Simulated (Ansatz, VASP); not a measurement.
MgS: VASP beside Ansatz

POSCAR

```
MgS
1.0
    0.0819561490      2.8431934199      2.8431934199
    2.8431934199      0.0819561490      2.8431934199
    2.8431934199      2.8431934199      0.0819561490
Mg S
1 1
Direct
    0.0027345533      0.0027345533      0.0027345533
    0.2472654467      0.2472654467      0.2472654467
```

File INCAR.step1:

```
SYSTEM = MgS
ALGO = Normal
EDIFF = 1E-4
ENCUT = 520
GGA = PE
ISMEAR = 0
LASPH = .TRUE.
LCHARG = .FALSE.
LREAL = .FALSE.
LWAVE = .TRUE.
NBANDS = 11
NELM = 80
PREC = Accurate
SIGMA = 0.01
```

The input INCAR.step2:

```
SYSTEM = MgS
ALGO = Normal
EDIFF = 1E-6
ENCUT = 520
ISIF = 2
ISMEAR = 0
ISTART = 1
LASPH = .TRUE.
LCHARG = .FALSE.
LMIXTAU = .TRUE.
LREAL = .FALSE.
LWAVE = .FALSE.
METAGGA = R2SCAN
NBANDS = 11
NELM = 80
PREC = Accurate
SIGMA = 0.01
```

KPOINTS

```
k-points
0
G
  8 8 8
  0 0 0
```

Input for Ansatz:

```yaml
crystal:
  lattice:
    - [0.081956149, 2.8431934199, 2.8431934199]
    - [2.8431934199, 0.081956149, 2.8431934199]
    - [2.8431934199, 2.8431934199, 0.081956149]
  atoms:
    - { symbol: Mg, position: [0.0027345533, 0.0027345533, 0.0027345533] }
    - { symbol: S, position: [0.2472654467, 0.2472654467, 0.2472654467] }
kpoints:
  mp_grid: { grid: [8, 8, 8] }
  band_path:
    path:
      - [0.0, 0.0, 0.0]
      - [-0.5, -0.5, 0.0]
      - [-0.375, -0.375, 0.25]
      - [-0.375, 0.0, 0.375]
      - [0.0, 0.0, 0.5]
      - [-0.5, -0.25, 0.25]
    npoints: 1
hamiltonian:
  xc: r2scan
scf:
  occupations: { method: fixed }
  n_extra_bands: 4
output:
  forces: true
  stress: true
  eigenvalues: true
```

Change from the starting cell: epitaxial_111 strain -2.5%.

Alike in both runs: task single point; functional r2SCAN; k mesh 8 × 8 × 8; no spin polarisation.

|  | VASP | Ansatz |
| --- | --- | --- |
| version | VASP 6.6.1 | Ansatz 0.2.0 |
| potentials or method | VASP PAW PBE potentials, release 64 (Mg, S) | plane waves, PAW |
| plane-wave cutoff (eV) | 520 | 500 |
| occupations | gaussian, width 0.01 eV | fixed |
| valence electrons in the cell | 8 | 16 |

```csv
,VASP,Ansatz,Ansatz less VASP
gap on the k mesh at the Fermi level (eV),4.16,4.17,+0.013
pressure (GPa),1.6,1.9,+0.29
"traceless stress, the component that is largest in VASP (GPa)",-0.99,-0.98,+0.010
```

VASP's potentials were made for PBE, not for r2SCAN. VASP's potentials hold 8 valence electrons a cell and Ansatz's 16, so a difference there can come from the potentials and not from the codes.
